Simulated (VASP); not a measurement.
## PtSe2: single point with PBE+D3(BJ)

PtSe2:

```xyz
3
Lattice="4.0544 0.0000 0.0000 -2.0272 3.2662 0.0000 0.0000 0.0000 4.8219" Properties=species:S:1:pos:R:3 pbc="T T T"
Pt    0.0000    0.0000    0.0000
Se    0.0000    2.1775    1.2803
Se    2.0272    1.0887    3.5416
```

This cell differs from its parent crystal: normal strain along x +0.0750, normal strain along y +0.0000.

| Item | Value |
| --- | --- |
| Program | VASP 6.6.1 |
| Task | single point |
| Functional | PBE |
| Dispersion | D3(BJ) |
| Potentials or basis | VASP PAW PBE potentials, release 64 (Pt, Se) |
| Cutoff | 520 eV |
| k mesh | 12 × 12 × 8 |
| Occupations | gaussian, width 0.15 eV |
| Spin | no spin polarisation |

```yaml
Pressure: -8.1 GPa
Largest_force: 0.560 eV/Å
Band_gap_on_the_k_mesh: zero (bands 11 and 12 overlap by 0.92 eV)
Dispersion_energy_per_atom: -0.455 eV
```

Forces on the atoms (eV/Å):
```
Pt   0.000  0.000  0.000
Se   0.000  0.144 -0.541
Se   0.000 -0.144  0.541
```

Stress tensor (GPa, compression positive):
```
-14.18   0.00   0.00
  0.00  -5.27   2.16
  0.00   2.16  -4.95
```

Levels at points of the mesh, in eV from the Fermi level:
| k point | band 8 | band 9 | band 10 | band 11 | band 12 | band 13 | band 14 | band 15 |
| --- | --- | --- | --- | --- | --- | --- | --- | --- |
| (0.00, 0.00, 0.00) | -2.08 | -1.01 | -0.76 | 0.80 | 0.91 | 1.04 | 3.59 | 3.64 |
| (0.50, 0.00, 0.00) | -3.03 | -2.96 | -2.79 | -2.59 | 0.44 | 2.43 | 5.07 | 6.55 |
| (0.00, 0.50, 0.00) | -3.06 | -2.94 | -2.91 | -2.55 | 0.66 | 2.22 | 4.39 | 5.82 |
| (0.00, 0.00, 0.50) | -2.55 | -1.69 | -1.63 | -1.42 | 2.05 | 2.19 | 5.04 | 6.00 |
| (0.50, 0.00, 0.50) | -2.84 | -2.73 | -2.14 | -0.76 | 0.69 | 1.28 | 4.82 | 5.26 |
| (0.00, 0.50, 0.50) | -2.86 | -2.63 | -2.52 | -0.99 | 0.48 | 1.20 | 4.86 | 5.16 |

Run time: 8.6 min on 1 thread of Intel Xeon 8259CL, on a shared host, peak memory 0.48 GiB.

Caveat: the cell differs from its parent crystal (normal strain along x +0.0750, normal strain along y +0.0000); the stress differs along the axes, from -14 to -5 GPa; spin-orbit coupling is left out, which moves the levels of the heavy elements.
